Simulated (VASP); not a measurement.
# Sb2Se5 (C2/m) in VASP: further runs

Sb2Se5 is run at these levels: PBE; tasks: single point.

All numbers are computed with VASP 6.6.1; they aren't measurements. Logs are shortened: lines on timing, memory, paths and dates and some standing lists are left out, and cuts for length are marked.

**1. The cell of the first run**

The structure is monoclinic, space group C2/m (No. 12). The conventional cell has a = 15.835 Å, b = 4.210 Å, c = 5.857 Å, α = 90.00°, β = 103.27°, γ = 90.00°. Sb (site symmetry m) has 8 Se at 2.78 to 3.78 Å within 3.8 Å. Within 3.8 Å of Se (site symmetry 2/m) lie 2 Sb at 2.88 Å and 4 Se at 3.21 Å. Within 3.3 Å of Se (site symmetry m) lie 3 Se at 2.38 to 3.21 Å and 2 Sb at 2.99 Å. Se (site symmetry m) has 3 Sb at 2.78 to 2.82 Å and 3 Se at 3.57 Å within 3.7 Å.

The cell was generated, and may not be a known phase.

**2. Single point, PBE**

INCAR reads:

```
ALGO     = Normal         # electronic algorithm
EDIFF    = 1E-6           # SCF threshold, eV
ENCUT    = 520            # plane-wave cutoff, eV
GGA      = PE             # functional
ISIF     = 2              # what is computed and relaxed
ISMEAR   = 0              # smearing method
LASPH    = True           # aspherical terms in the spheres
LCHARG   = False          # write CHGCAR
LREAL    = False          # projectors in reciprocal space
LWAVE    = False          # write WAVECAR
NBANDS   = 29             # bands
NELM     = 100            # most SCF steps
PREC     = Accurate       # precision mode
SIGMA    = 0.15           # smearing width, eV
```

KPOINTS reads:

```
k-points
0
Gamma
  3 3 2
```

POSCAR reads:

```
Sb2Se5
1.0
    8.6120029104     -2.1048832815     -1.2380829907
    8.6120029104      2.1048832815     -1.2380829907
   -1.9534547461      0.0000000000      5.5217525023
Sb Se
2 5
Direct
    0.1404762557      0.1404762557      0.8702770130
    0.8595237443      0.8595237443      0.1297229870
    0.0000000000      0.0000000000      0.0000000000
    0.5620358586      0.5620358586      0.4645631890
    0.4379641414      0.4379641414      0.5354368110
    0.2830580514      0.2830580514      0.7759842991
    0.7169419486      0.7169419486      0.2240157009
```

Potentials or basis: VASP PAW PBE potentials, release 64 (Sb, Se).

Command:

```bash
$ cat potpaw_PBE.64/Sb/POTCAR potpaw_PBE.64/Se/POTCAR > POTCAR
$ mpirun -np 1 vasp_std > vasp.out
```

OUTCAR:

```text
EDIFF = 1E-6
   ENCUT = 520
   GGA = PE
   ISIF = 2
   ISMEAR = 0
   LASPH = True
   LREAL = False
   NELM = 100
   PREC = Accurate

 ion  position               nearest neighbor table
   1  0.140  0.140  0.870-   6 2.78   7 2.82   7 2.82   3 2.88   4 2.99   4 2.99
   2  0.860  0.860  0.130-   7 2.78   6 2.82   6 2.82   3 2.88   5 2.99   5 2.99
   3  0.000  0.000  0.000-   1 2.88   2 2.88
   4  0.562  0.562  0.465-   5 2.38   1 2.99   1 2.99
   5  0.438  0.438  0.535-   4 2.38   2 2.99   2 2.99
   6  0.283  0.283  0.776-   1 2.78   2 2.82   2 2.82
   7  0.717  0.717  0.224-   2 2.78   1 2.82   1 2.82

  Warning from LATTYP: Got some problem with cell dimensions!
  Tried to take original basis but could not verify dimensions!
  LATTYP: Found a base centered monoclinic cell.
 ALAT       =    15.8349093008
 B/A-ratio  =     0.2658535318
 C/A-ratio  =     0.3698859127
 COS(beta)  =    -0.2295753580

  Lattice vectors:

 A1 = (  -6.6585481643,   2.1048832815,  -4.2836695116)
 A2 = (  -6.6585481643,  -2.1048832815,  -4.2836695116)
 A3 = (  -1.9534547461,   0.0000000000,   5.5217525023)

Analysis of symmetry for initial positions (statically):
=====================================================================
 Subroutine PRICEL returns:
 Original cell was already a primitive cell.

 Routine SETGRP: Setting up the symmetry group for a
 base centered monoclinic supercell.

 Subroutine GETGRP returns: Found  4 space group operations
 (whereof  4 operations were pure point group operations)
 out of a pool of  4 trial point group operations.

The static configuration has the point symmetry C_2h.

Analysis of symmetry for dynamics (positions and initial velocities):
=====================================================================
 Subroutine PRICEL returns:
 Original cell was already a primitive cell.

 Routine SETGRP: Setting up the symmetry group for a
 base centered monoclinic supercell.

 Subroutine GETGRP returns: Found  4 space group operations
 (whereof  4 operations were pure point group operations)
 out of a pool of  4 trial point group operations.

The dynamic configuration has the point symmetry C_2h.

 Subroutine INISYM returns: Found  4 space group operations
 (whereof  4 operations are pure point group operations),
 and found     1 'primitive' translations

----------------------------------------------------------------------------------------

                                     Primitive cell

  volume of cell :     190.0070

  direct lattice vectors                    reciprocal lattice vectors
     8.612002910 -2.104883281 -1.238082991     0.061169556 -0.237542863  0.021640224
     8.612002910  2.104883281 -1.238082991     0.061169556  0.237542863  0.021640224
    -1.953454746  0.000000000  5.521752502     0.027430779  0.000000000  0.190806231

  length of vectors
     8.951534910  8.951534910  5.857109880     0.246245051  0.246245051  0.192767906

  position of ions in fractional coordinates (direct lattice)
     0.140476256  0.140476256  0.870277013
     0.859523744  0.859523744  0.129722987
     0.000000000  0.000000000  0.000000000
     0.562035859  0.562035859  0.464563189
     0.437964141  0.437964141  0.535436811
     0.283058051  0.283058051  0.775984299
     0.716941949  0.716941949  0.224015701

  ion indices of the primitive-cell ions
   primitive index   ion index
                 1           1
                 2           2
                 3           3
                 4           4
                 5           5
                 6           6
                 7           7

----------------------------------------------------------------------------------------

 KPOINTS: k-points

Automatic generation of k-mesh.
 Grid dimensions read from file:
 generate k-points for:    3    3    2

 Generating k-lattice:

  Cartesian coordinates                     Fractional coordinates (reciprocal lattice)
     0.020389852 -0.079180954  0.007213408     0.333333333  0.000000000 -0.000000000
     0.020389852  0.079180954  0.007213408     0.000000000  0.333333333 -0.000000000
     0.013715390  0.000000000  0.095403116     0.000000000  0.000000000  0.500000000

  Length of vectors
     0.082081684  0.082081684  0.096383953

  Shift w.r.t. Gamma in fractional coordinates (k-lattice)
     0.000000000  0.000000000  0.000000000

 Subroutine IBZKPT returns following result:
 ===========================================

 Found      8 irreducible k-points:

 Following reciprocal coordinates:
            Coordinates               Weight
  0.000000  0.000000  0.000000      1.000000
  0.333333 -0.000000 -0.000000      4.000000
  0.333333  0.333333 -0.000000      2.000000
 -0.333333  0.333333  0.000000      2.000000
 -0.000000 -0.000000  0.500000      1.000000
  0.333333 -0.000000  0.500000      4.000000
  0.333333  0.333333  0.500000      2.000000
 -0.333333  0.333333  0.500000      2.000000
   k-points           NKPTS =      8   k-points in BZ     NKDIM =      8   number of bands    NBANDS=     29
   number of dos      NEDOS =    301   number of ions     NIONS =      7
   total plane-waves  NPLWV = 235200
   dimension x,y,z NGX =    70 NGY =   70 NGZ =   48
   dimension x,y,z NGXF=   140 NGYF=  140 NGZF=   96
   ions per type =               2   5
   NGX,Y,Z   is equivalent  to a cutoff of  13.00, 13.00, 13.62 a.u.
   NGXF,Y,Z  is equivalent  to a cutoff of  26.00, 26.00, 27.25 a.u.
 SYSTEM =  unknown system
   PREC   = accura    normal or accurate (medium, high low for compatibility)
   ISTART =      0    job   : 0-new  1-cont  2-samecut
   ICHARG =      2    charge: 1-file 2-atom 10-const
   ISPIN  =      1    spin polarized calculation?
   LNONCOLLINEAR =      F non collinear calculations
   LSORBIT =      F    spin-orbit coupling
   LASPH  =      T    aspherical Exc in radial PAW
   ENCUT  =  520.0 eV  38.22 Ry    6.18 a.u.  16.64 16.64 10.89*2*pi/ulx,y,z
   NELM   =    100;   NELMIN=  2; NELMDL= -5     # of ELM steps
   EDIFF  = 0.1E-05   stopping-criterion for ELM
   LREAL  =      F    real-space projection
   EDIFFG = 0.1E-04   stopping-criterion for IOM
   NSW    =      0    number of steps for IOM
   IBRION =     -1    ionic relax: 0-MD 1-quasi-New 2-CG
   NFREE  =      0    steps in history (QN), initial steepest desc. (CG)
   ISIF   =      2    stress and relaxation
   ISYM   =      2    0-nonsym 1-usesym 2-fastsym
   POTIM  = 0.5000    time-step for ionic-motion
   TEBEG  =    0.0;   TEEND  =   0.0 temperature during run
   PSTRESS=    0.0 pullay stress
   NELECT =      40.0000    total number of electrons
   NUPDOWN=      -1.0000    fix difference up-down
   EMIN   =  10.00;   EMAX   =-10.00  energy-range for DOS
   EFERMI =   0.00;   METHOD = LEGACY
   ISMEAR =     0;   SIGMA  =   0.15  broadening in eV -4-tet -1-fermi 0-gaus
   EFERMI_NEDOS =   21; number of points for ismear=-14 and -15
   IALGO  =     38    algorithm
   IMIX   =      4    mixing-type and parameters
     AMIX     =   0.40;   BMIX     =  1.00
     AMIX_MAG =   1.60;   BMIX_MAG =  1.00
  volume/ion in A,a.u.               =      27.14       183.18
  Fermi-wavevector in a.u.,A,eV,Ry     =   0.973879  1.840364 12.904311  0.948440
  Thomas-Fermi vector in A             =   2.104294
   LORBIT       =      0    0 simple, 1 ext, 2 COOP (PROOUT), +10 PAW based schemes
   GGA     = PE    functional components
   LHFCALC =     F    Hartree Fock is set to
   AEXX    =    0.0000 exact exchange contribution
   IVDW    =     0    specifies the selected vdW correction
   LEPSILON=     F    determine dielectric tensor
   LRPA    =     F    only Hartree local field effects (RPA)
 non-spin polarized calculation
 Gauss-broadening in eV      SIGMA  =   0.15
  energy-cutoff  :      520.00
  volume of cell :      190.01
 maximum number of plane-waves:      5130
 NGX is ok and might be reduce to    70
   NGX = 33   NGY = 33   NGZ = 21

 number of electron      39.9999999 magnetization

 Free energy of the ion-electron system (eV)
  ---------------------------------------------------
  ext. energy  EPLUGINS =         0.00000000
  ---------------------------------------------------
  free energy    TOTEN  =       -26.18417659 eV

  energy without entropy =      -26.13822747  energy(sigma->0) =      -26.16120203

 E-fermi :   4.2736     XC(G=0):  -9.2698

 val. band max:        4.2033289888   @ k =   0.3333  -0.0000   0.5000
 cond. band min:       4.2753738754   @ k =  -0.3333   0.3333   0.5000
 fundamental gap:      0.0720448865
 Fermi energy:         4.2735831070

 k-point     1 :       0.0000    0.0000    0.0000
  band No.  band energies     occupation
      1     -10.6745      2.00000
      2      -9.3349      2.00000
      3      -8.2881      2.00000
      4      -7.7583      2.00000
      5      -7.7432      2.00000
      6      -4.9176      2.00000
[... 21 lines left out ...]
     28       8.1453      0.00000
     29       8.7336      0.00000

 k-point     2 :       0.3333   -0.0000   -0.0000
  band No.  band energies     occupation
      1     -10.3194      2.00000
      2      -8.9768      2.00000
      3      -8.2416      2.00000
      4      -7.8928      2.00000
      5      -7.4664      2.00000
      6      -5.1575      2.00000
[... 21 lines left out ...]
     28       8.3839      0.00000
     29       8.9238      0.00000

 k-point     3 :       0.3333    0.3333   -0.0000
  band No.  band energies     occupation
      1     -10.5938      2.00000
      2      -9.5710      2.00000
      3      -8.3057      2.00000
      4      -7.6691      2.00000
      5      -7.5833      2.00000
      6      -4.7051      2.00000
[... 126 lines left out ...]
      5      -7.4829      2.00000
      6      -4.4496      2.00000
[... 21 lines left out ...]
     28       8.4975      0.00000
     29       9.2660      0.00000

 k-point     8 :      -0.3333    0.3333    0.5000
  band No.  band energies     occupation
      1     -10.2336      2.00000
      2      -8.8047      2.00000
      3      -8.4805      2.00000
      4      -8.0145      2.00000
      5      -7.4558      2.00000
      6      -4.7524      2.00000
[... 21 lines left out ...]
     28       8.3791      0.00000
     29       9.5236      0.00000

------------------------ aborting loop because EDIFF is reached ----------------------------------------

  FORCE on cell =-STRESS in cart. coord.  units (eV):
  Direction    XX          YY          ZZ          XY          YZ          ZX
  --------------------------------------------------------------------------------------
  -------------------------------------------------------------------------------------
  Total       -0.1710771     -0.0680238     -0.2298743      0.0000000      0.0000000      0.0344788
  in kB       -1.4425566     -0.5735903     -1.9383460      0.0000000      0.0000000      0.2907324
  external PRESSURE =      -1.3181643 kB  Pullay stress =       0.0000000 kB

 VOLUME and BASIS-vectors are now :
 -----------------------------------------------------------------------------
  energy-cutoff  :      520.00
  volume of cell :      190.01
      direct lattice vectors                 reciprocal lattice vectors
     8.612002910 -2.104883281 -1.238082991     0.061169556 -0.237542863  0.021640224
     8.612002910  2.104883281 -1.238082991     0.061169556  0.237542863  0.021640224
    -1.953454746  0.000000000  5.521752502     0.027430779  0.000000000  0.190806231

 POSITION                                       TOTAL-FORCE (eV/Angst)
 -----------------------------------------------------------------------------------
      0.71952      0.00000      4.45761        -0.032514      0.000000      0.002503
     14.55103      0.00000     -1.41203         0.032514      0.000000     -0.002503
      0.00000      0.00000      0.00000         0.000000     -0.000000      0.000000
      8.77301      0.00000      1.17351        -0.035792      0.000000     -0.039163
      6.49755      0.00000      1.87208         0.035792      0.000000      0.039163
      3.35954      0.00000      3.58389         0.009397      0.000000     -0.022971
     11.91101      0.00000     -0.53831        -0.009397      0.000000      0.022971
 -----------------------------------------------------------------------------------
    total drift:                               -0.000000      0.000000      0.000000

  FREE ENERGIE OF THE ION-ELECTRON SYSTEM (eV)
  ---------------------------------------------------
  free  energy   TOTEN  =       -26.1841765941 eV

  energy  without entropy=      -26.1382274672  energy(sigma->0) =      -26.16120203
```

Wall time 60 s (1 thread of Intel Xeon 6975P-C (Granite Rapids), shared host); peak memory 0.5 GiB.

What came out:

```
Free energy            : -26.1842 eV
Pressure               : -0.1 GPa
Largest force          : 0.053 eV/Å
Band gap on the k mesh : zero (bands 20 and 21 overlap by 0.90 eV)
```

Forces on the atoms (eV/Å):
```
Sb  -0.033  0.000  0.003
Sb   0.033  0.000 -0.003
Se   0.000  0.000  0.000
Se  -0.036  0.000 -0.039
Se   0.036  0.000  0.039
Se   0.009  0.000 -0.023
Se  -0.009  0.000  0.023
```

Caveat: the k points lie up to 0.54 Å⁻¹ apart, too coarse for converged energies and pressures of a metal; spin-orbit coupling is left out, which moves the levels of the heavy elements.

**3. Single point, PBE**

This run uses another cell than the first one, of 37.36 Å³/atom.

INCAR reads:

```
SYSTEM = Sb2Se5
ALGO = Normal
EDIFF = 1E-6
ENCUT = 520
GGA = PE
ISIF = 2
ISMEAR = 0
LASPH = .True.
LCHARG = .True.
LELF = .True.
LREAL = .False.
LVHAR = .True.
LWAVE = .False.
NBANDS = 29
NELM = 60
PREC = Accurate
SIGMA = 0.15
```

KPOINTS reads:

```
k-points
0
Gamma
  3 3 2
  0 0 0
```

POSCAR reads:

```
Sb2Se5
1.0
    7.1424828885     -1.9302595393     -0.1215751025
    7.1424828885      1.9302595393     -0.1215751025
   -6.4553760317      0.0000000000      9.5938204108
Sb Se
2 5
Direct
    0.3746277314      0.3746277314      0.2014735308
    0.6253722686      0.6253722686      0.7985264692
    0.5887382186      0.5887382186      0.4262636715
    0.4112617814      0.4112617814      0.5737363285
    0.0000000000      0.0000000000      0.5000000000
    0.0949441323      0.0949441323     -0.0714631758
    0.9050558677      0.9050558677      1.0714631758
```

Potentials or basis: VASP PAW PBE potentials, release 64 (Sb, Se).

Command:

```bash
$ cat potpaw_PBE.64/Sb/POTCAR potpaw_PBE.64/Se/POTCAR > POTCAR
$ mpirun -np 1 vasp_std > vasp.out
```

Wall time 95 s (1 thread of Intel Xeon 6975P-C (Granite Rapids), shared host); peak memory 0.54 GiB.

Results (log left out):

| Quantity | Value |
| --- | --- |
| Free energy | -26.6596 eV |
| Pressure | 0.3 GPa |
| Largest force | 0.127 eV/Å |
| Band gap on the k mesh | 1.42 eV (least direct gap 1.48 eV) |

Forces on the atoms (eV/Å):
```
Sb  -0.096  0.000  0.082
Sb   0.096  0.000 -0.082
Se   0.025  0.000  0.071
Se  -0.025  0.000 -0.071
Se   0.000  0.000  0.000
Se  -0.041  0.000  0.075
Se   0.041  0.000 -0.075
```

Stress tensor (GPa, compression positive):
```
0.15 0.00 0.02
0.00 0.18 0.00
0.02 0.00 0.68
```

Levels at points of the mesh, in eV from the valence-band top:
```
           k point  band 18  band 19  band 20  band 21  band 22  band 23
(0.00, 0.00, 0.00)    -0.49    -0.43    -0.06     1.68     1.83     1.95
(0.00, 0.00, 0.50)    -0.41    -0.24     0.00     1.48     1.50     2.35
```

Caveat: the k points lie up to 0.57 Å⁻¹ apart; spin-orbit coupling is left out, which moves the levels of the heavy elements. A k mesh can miss the band edges.

**4. Single point, PBE**

This run uses another cell than the first one, of 38.10 Å³/atom.

INCAR reads:

```
SYSTEM = Sb2Se5
PREC = Accurate
ENCUT = 520
EDIFF = 1E-7
ISMEAR = 0
SIGMA = 0.02
LREAL = .FALSE.
LASPH = .TRUE.
NELM = 80
ALGO = Normal
ISIF = 2
LWAVE = .FALSE.
LCHARG = .FALSE.
GGA = PE
NBANDS = 29
```

KPOINTS reads:

```
Automatic mesh
0
G
  8 8 4
  0 0 0
```

POSCAR reads:

```
Sb2Se5
1.0
    6.9308804813     -1.8972859496     -0.3038667075
    6.9308804813      1.8972859496     -0.3038667075
   -6.8240957229      0.0000000000     10.4393612962
Sb Se
2 5
Direct
    0.3755398983      0.3755398983      0.2033282812
    0.6244601017      0.6244601017      0.7966717188
    0.5894550276      0.5894550276      0.4284413620
    0.4105449724      0.4105449724      0.5715586380
    0.0000000000      0.0000000000      0.5000000000
    0.0843232843      0.0843232843      0.9119638627
    0.9156767157      0.9156767157      0.0880361373
```

Command:

```bash
$ cat potpaw_PBE.64/Sb/POTCAR potpaw_PBE.64/Se/POTCAR > POTCAR
$ mpirun -np 1 vasp_std > vasp.out
```

Wall time 24 min (1 thread of Intel Xeon Platinum 8175M at 2.50GHz (Skylake/Cascade Lake), shared host); peak memory 0.92 GiB.

Results (log left out):

```
Free energy            : -26.7558 eV
Pressure               : 0.1 GPa
Largest force          : 0.052 eV/Å
Band gap on the k mesh : 1.43 eV (least direct gap 1.54 eV)
```

Forces on the atoms (eV/Å):
```
Sb  -0.050  0.000  0.016
Sb   0.050  0.000 -0.016
Se   0.017  0.000  0.011
Se  -0.017  0.000 -0.011
Se   0.000  0.000  0.000
Se  -0.035  0.000  0.023
Se   0.035  0.000 -0.023
```

Levels at points of the mesh, in eV from the valence-band top:
```csv
k point,band 17,band 18,band 19,band 20,band 21,band 22,band 23,band 24
"(0.00, 0.00, 0.00)",-0.66,-0.59,-0.43,-0.21,1.81,1.82,2.03,2.46
"(0.50, 0.00, 0.00)",-1.32,-0.72,-0.67,-0.52,1.86,2.39,2.85,2.87
"(0.50, 0.50, 0.00)",-0.56,-0.32,-0.31,-0.24,1.43,1.61,2.33,2.46
"(0.00, 0.00, 0.50)",-0.78,-0.41,-0.40,0.00,1.63,1.64,2.31,2.43
"(0.50, 0.00, 0.50)",-1.39,-0.82,-0.73,-0.34,2.27,2.46,2.59,2.78
"(0.50, 0.50, 0.50)",-0.81,-0.36,-0.34,-0.34,1.53,1.98,2.03,2.33
```

Caveat: spin-orbit coupling is left out, which moves the levels of the heavy elements. A k mesh can miss the band edges.

**5. Summary**

```csv
cell,k mesh,smearing,gap on the mesh (eV),pressure (GPa),largest force (eV/Å)
"a = 8.952, b = 8.952, c = 5.857 Å, angles 116.8, 116.8, 27.2°, 7 atoms, atomic positions A",3 × 3 × 2,gaussian 0.15 eV,none,-0.1,0.05
"a = 7.400, b = 7.400, c = 11.563 Å, angles 123.5, 123.5, 30.2°, 7 atoms, atomic positions B",3 × 3 × 2,gaussian 0.15 eV,1.42,0.3,0.13
"a = 7.192, b = 7.192, c = 12.472 Å, angles 124.2, 124.2, 30.6°, 7 atoms, atomic positions C",8 × 8 × 4,gaussian 0.02 eV,1.43,0.1,0.05
```

Alike in all rows: task single point; level PBE; potentials or basis VASP PAW PBE potentials, release 64 (Sb, Se); no spin polarisation; cutoff (eV) 520.

Caveats: some runs use coarse meshes; spin-orbit coupling is left out, which moves the levels of the heavy elements.

Total energies depend on the potentials used, so only differences within one code and one set of settings carry meaning.

The gap in the log of VASP goes by the Fermi energy; the results here count the filled bands.